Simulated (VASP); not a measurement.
# Cd in VASP: single point with r2SCAN

Aim: the single point of Cd with r2SCAN.

All numbers are computed with VASP 6.6.1; they aren't measurements. Logs are shortened: lines on timing, memory, paths and dates and some standing lists are left out, and cuts for length are marked.

### Step 1. The cell of the first run

The typed cell holds 1 atom: a = 3.132 Å, b = 3.132 Å, c = 3.132 Å, α = 120.00°, β = 120.00°, γ = 89.99°.

This isn't the form of Cd at room conditions, which is hcp.

### Step 2. Single point, r2SCAN

File POSCAR:

```
Cd
1.0
   -1.5657823301      1.5657823301      2.2145696977
    1.5657823301     -1.5657823301      2.2145696977
    1.5657823301      1.5657823301     -2.2145696977
Cd
1
Direct
    0.0000000000      0.0000000000      0.0000000000
```

File INCAR.step1:

```
  ALGO = Normal
  EDIFF = 1E-4
  ENCUT = 520
  GGA = PE
  ISMEAR = 0
  LASPH = True
  LCHARG = False
  LREAL = False
  LWAVE = True
  NBANDS = 12
  NELM = 60
  PREC = Accurate
  SIGMA = 0.1
```

File INCAR.step2:

```
  ALGO = Normal
  EDIFF = 1E-6
  ENCUT = 520
  ISIF = 2
  ISMEAR = 0
  ISTART = 1
  LASPH = True
  LCHARG = False
  LMIXTAU = True
  LREAL = False
  LWAVE = False
  METAGGA = R2SCAN
  NBANDS = 12
  NELM = 60
  PREC = Accurate
  SIGMA = 0.1
```

File KPOINTS:

```
k-points
0
Gamma
  24 24 24
```

Potentials or basis: VASP PAW PBE potentials, release 64 (Cd).

Run with:

```bash
$ cat potpaw_PBE.64/Cd/POTCAR > POTCAR
$ cp INCAR.step1 INCAR
$ mpirun -np 1 vasp_std > vasp.out
$ cp INCAR.step2 INCAR
$ mpirun -np 1 vasp_std > vasp.out
```

OUTCAR:

```text
EDIFF = 1E-6
   ENCUT = 520
   ISIF = 2
   ISMEAR = 0
   ISTART = 1
   LASPH = True
   LREAL = False
   METAGGA = R2SCAN
   NELM = 60
   PREC = Accurate

 ion  position               nearest neighbor table
   1  0.000  0.000  0.000-

  LATTYP: Found a body centered tetragonal cell.
 ALAT       =     3.1315646602
 C/A-ratio  =     1.4143534865

  Lattice vectors:

 A1 = (  -1.5657823301,   1.5657823301,   2.2145696977)
 A2 = (   1.5657823301,  -1.5657823301,   2.2145696977)
 A3 = (   1.5657823301,   1.5657823301,  -2.2145696977)

Analysis of symmetry for initial positions (statically):
=====================================================================
 Subroutine PRICEL returns:
 Original cell was already a primitive cell.

 Routine SETGRP: Setting up the symmetry group for a
 body centered tetragonal supercell.

 Subroutine GETGRP returns: Found 16 space group operations
 (whereof 16 operations were pure point group operations)
 out of a pool of 16 trial point group operations.

The static configuration has the point symmetry D_4h.

Analysis of symmetry for dynamics (positions and initial velocities):
=====================================================================
 Subroutine PRICEL returns:
 Original cell was already a primitive cell.

 Routine SETGRP: Setting up the symmetry group for a
 body centered tetragonal supercell.

 Subroutine GETGRP returns: Found 16 space group operations
 (whereof 16 operations were pure point group operations)
 out of a pool of 16 trial point group operations.

The dynamic configuration has the point symmetry D_4h.

 Subroutine INISYM returns: Found 16 space group operations
 (whereof 16 operations are pure point group operations),
 and found     1 'primitive' translations

----------------------------------------------------------------------------------------

                                     Primitive cell

  volume of cell :      21.7176

  direct lattice vectors                    reciprocal lattice vectors
    -1.565782330  1.565782330  2.214569698     0.000000000  0.319329188  0.225777496
     1.565782330 -1.565782330  2.214569698     0.319329188  0.000000000  0.225777496
     1.565782330  1.565782330 -2.214569698     0.319329188  0.319329188  0.000000000

  length of vectors
     3.131719585  3.131719585  3.131719585     0.391083888  0.391083888  0.451599668

  position of ions in fractional coordinates (direct lattice)
     0.000000000  0.000000000  0.000000000

  ion indices of the primitive-cell ions
   primitive index   ion index
                 1           1

----------------------------------------------------------------------------------------

 KPOINTS: k-points

Automatic generation of k-mesh.
 Grid dimensions read from file:
 generate k-points for:   24   24   24

 Generating k-lattice:

  Cartesian coordinates                     Fractional coordinates (reciprocal lattice)
     0.000000000  0.013305383  0.009407396     0.041666667  0.000000000  0.000000000
     0.013305383  0.000000000  0.009407396     0.000000000  0.041666667  0.000000000
     0.013305383  0.013305383  0.000000000     0.000000000  0.000000000  0.041666667

  Length of vectors
     0.016295162  0.016295162  0.018816653

  Shift w.r.t. Gamma in fractional coordinates (k-lattice)
     0.000000000  0.000000000  0.000000000

 Subroutine IBZKPT returns following result:
 ===========================================

 Found   1063 irreducible k-points:

 Following reciprocal coordinates:
            Coordinates               Weight
  0.000000  0.000000  0.000000      1.000000
  0.041667  0.000000  0.000000      8.000000
  0.083333 -0.000000  0.000000      8.000000
  0.125000  0.000000  0.000000      8.000000
  0.166667 -0.000000  0.000000      8.000000
  0.208333  0.000000  0.000000      8.000000
[... 16 lines left out ...]
  0.416667  0.041667  0.000000     16.000000
  0.458333  0.041667  0.000000     16.000000
 [... further k-points ...]
   k-points           NKPTS =   1063   k-points in BZ     NKDIM =   1063   number of bands    NBANDS=     12
   number of dos      NEDOS =    301   number of ions     NIONS =      1
   total plane-waves  NPLWV =  13824
   dimension x,y,z NGX =    24 NGY =   24 NGZ =   24
   dimension x,y,z NGXF=    48 NGYF=   48 NGZF=   48
   ions per type =               1
   NGX,Y,Z   is equivalent  to a cutoff of  12.74, 12.74, 12.74 a.u.
   NGXF,Y,Z  is equivalent  to a cutoff of  25.48, 25.48, 25.48 a.u.
 SYSTEM =  unknown system
   PREC   = accura    normal or accurate (medium, high low for compatibility)
   ISTART =      1    job   : 0-new  1-cont  2-samecut
   ICHARG =      0    charge: 1-file 2-atom 10-const
   ISPIN  =      1    spin polarized calculation?
   LNONCOLLINEAR =      F non collinear calculations
   LSORBIT =      F    spin-orbit coupling
   LASPH  =      T    aspherical Exc in radial PAW
   ENCUT  =  520.0 eV  38.22 Ry    6.18 a.u.   5.82  5.82  5.82*2*pi/ulx,y,z
   NELM   =     60;   NELMIN=  2; NELMDL=  0     # of ELM steps
   EDIFF  = 0.1E-05   stopping-criterion for ELM
   LREAL  =      F    real-space projection
   EDIFFG = 0.1E-04   stopping-criterion for IOM
   NSW    =      0    number of steps for IOM
   IBRION =     -1    ionic relax: 0-MD 1-quasi-New 2-CG
   NFREE  =      0    steps in history (QN), initial steepest desc. (CG)
   ISIF   =      2    stress and relaxation
   ISYM   =      2    0-nonsym 1-usesym 2-fastsym
   POTIM  = 0.5000    time-step for ionic-motion
   TEBEG  =    0.0;   TEEND  =   0.0 temperature during run
   PSTRESS=    0.0 pullay stress
   NELECT =      12.0000    total number of electrons
   NUPDOWN=      -1.0000    fix difference up-down
   EMIN   =  10.00;   EMAX   =-10.00  energy-range for DOS
   EFERMI =   0.00;   METHOD = LEGACY
   ISMEAR =     0;   SIGMA  =   0.10  broadening in eV -4-tet -1-fermi 0-gaus
   EFERMI_NEDOS =   21; number of points for ismear=-14 and -15
   IALGO  =     38    algorithm
   IMIX   =      4    mixing-type and parameters
     AMIX     =   0.40;   BMIX     =  1.00
     AMIX_MAG =   1.60;   BMIX_MAG =  1.00
  volume/ion in A,a.u.               =      21.72       146.56
  Fermi-wavevector in a.u.,A,eV,Ry     =   1.343377  2.538614 24.553910  1.804661
  Thomas-Fermi vector in A             =   2.471456
   LORBIT       =      0    0 simple, 1 ext, 2 COOP (PROOUT), +10 PAW based schemes
   METAGGA = R2SCAN    functional components
   LHFCALC =     F    Hartree Fock is set to
   AEXX    =    0.0000 exact exchange contribution
   IVDW    =     0    specifies the selected vdW correction
   LEPSILON=     F    determine dielectric tensor
   LRPA    =     F    only Hartree local field effects (RPA)
 non-spin polarized calculation
 Gauss-broadening in eV      SIGMA  =   0.10
  energy-cutoff  :      520.00
  volume of cell :       21.72
 maximum number of plane-waves:       604
   NGX = 11   NGY = 11   NGZ = 11

 number of electron      12.0000004 magnetization

 Free energy of the ion-electron system (eV)
  ---------------------------------------------------
  ext. energy  EPLUGINS =         0.00000000
  ---------------------------------------------------
  free energy    TOTEN  =       -20.07780073 eV

  energy without entropy =      -20.07633748  energy(sigma->0) =      -20.07706911

 E-fermi :   2.8280     XC(G=0): -11.7990

 val. band max:        2.8087831770   @ k =  -0.2083   0.4583   0.2083
 cond. band min:       2.8380133190   @ k =  -0.4583   0.5000   0.3333
 fundamental gap:      0.0292301420
 Fermi energy:         2.8279869227

 k-point     1 :       0.0000    0.0000    0.0000
  band No.  band energies     occupation
      1      -6.7619      2.00000
      2      -6.7616      2.00000
      3      -6.7616      2.00000
      4      -6.3457      2.00000
      5      -6.2945      2.00000
      6      -6.2942      2.00000
      7      17.2826      0.00000
      8      18.6019      0.00000
      9      18.6019      0.00000
     10      18.6020      0.00000
     11      21.8907      0.00000
     12      21.8910      0.00000

 k-point     2 :       0.0417    0.0000    0.0000
  band No.  band energies     occupation
      1      -6.7665      2.00000
      2      -6.7540      2.00000
      3      -6.7538      2.00000
      4      -6.2986      2.00000
      5      -6.2965      2.00000
      6      -6.2962      2.00000
      7      17.0948      0.00000
      8      18.0234      0.00000
      9      18.5144      0.00000
     10      18.5144      0.00000
     11      22.0351      0.00000
     12      22.0354      0.00000

 k-point     3 :       0.0833   -0.0000    0.0000
  band No.  band energies     occupation
      1      -6.7861      2.00000
      2      -6.7324      2.00000
      3      -6.7321      2.00000
      4      -6.3011      2.00000
      5      -6.3008      2.00000
      6      -6.1513      2.00000
      7      15.9765      0.00000
      8      17.6490      0.00000
      9      18.2896      0.00000
     10      18.2897      0.00000
     11      22.4225      0.00000
     12      22.4228      0.00000
[... 286 lines left out ...]
 k-point    23 :       0.4167    0.0417    0.0000
  band No.  band energies     occupation
      1      -7.2491      2.00000
      2      -6.7509      2.00000
      3      -6.7377      2.00000
      4      -5.9607      2.00000
      5      -5.9455      2.00000
      6      -0.9140      2.00000
      7       3.1478      0.00001
      8      15.3001      0.00000
      9      16.3220      0.00000
     10      16.6065      0.00000
     11      20.0143      0.00000
     12      20.5718      0.00000

 k-point    24 :       0.4583    0.0417    0.0000
  band No.  band energies     occupation
      1      -7.2699      2.00000
      2      -6.7626      2.00000
      3      -6.7462      2.00000
      4      -5.9290      2.00000
      5      -5.9224      2.00000
      6       0.0673      2.00000
      7       1.9700      2.00000
      8      15.4268      0.00000
      9      16.0370      0.00000
     10      16.4484      0.00000
     11      20.0668      0.00000
     12      20.4362      0.00000

 [... further k-points ...]
[... 5 lines left out ...]
  --------------------------------------------------------------------------------------
  -------------------------------------------------------------------------------------
  Total        0.0428245      0.0428245      0.0422283      0.0000000     -0.0000000      0.0000000
  in kB        3.1593006      3.1593006      3.1153162      0.0000000     -0.0000000      0.0000000
  external PRESSURE =       3.1446392 kB  Pullay stress =       0.0000000 kB

 VOLUME and BASIS-vectors are now :
 -----------------------------------------------------------------------------
  energy-cutoff  :      520.00
  volume of cell :       21.72
      direct lattice vectors                 reciprocal lattice vectors
    -1.565782330  1.565782330  2.214569698     0.000000000  0.319329188  0.225777496
     1.565782330 -1.565782330  2.214569698     0.319329188  0.000000000  0.225777496
     1.565782330  1.565782330 -2.214569698     0.319329188  0.319329188  0.000000000

 POSITION                                       TOTAL-FORCE (eV/Angst)
 -----------------------------------------------------------------------------------
      0.00000      0.00000      0.00000         0.000000     -0.000000      0.000000
 -----------------------------------------------------------------------------------
    total drift:                                0.000000      0.000000     -0.000000

  FREE ENERGIE OF THE ION-ELECTRON SYSTEM (eV)
  ---------------------------------------------------
  free  energy   TOTEN  =       -20.0778007319 eV

  energy  without entropy=      -20.0763374828  energy(sigma->0) =      -20.07706911
```

It took 6.1 min on 1 thread of Intel Xeon Platinum 8488C (Sapphire Rapids), shared host; peak memory 0.37 GiB.

Results:

```yaml
Free_energy: -20.0778 eV
Pressure: 0.3 GPa
Band_gap_on_the_k_mesh: zero (bands 6 and 7 overlap by 3.45 eV)
```

Levels at points of the mesh, in eV from the Fermi level:
```tsv
k point	band 4	band 5	band 6	band 7	band 8	band 9
(0.00, 0.00, 0.00)	-9.17	-9.12	-9.12	14.45	15.77	15.77
(0.50, 0.00, 0.00)	-8.74	-8.74	-2.43	-1.31	13.27	13.27
(0.50, 0.50, 0.00)	-8.64	-8.64	-0.90	1.59	7.19	7.19
(0.50, 0.50, 0.50)	-8.64	-8.64	-0.90	1.59	7.19	7.19
```

Caveat: the PAW data sets were made with another functional, which shifts forces and pressure a little.

The gap in the log of VASP goes by the Fermi energy; the results here count the filled bands.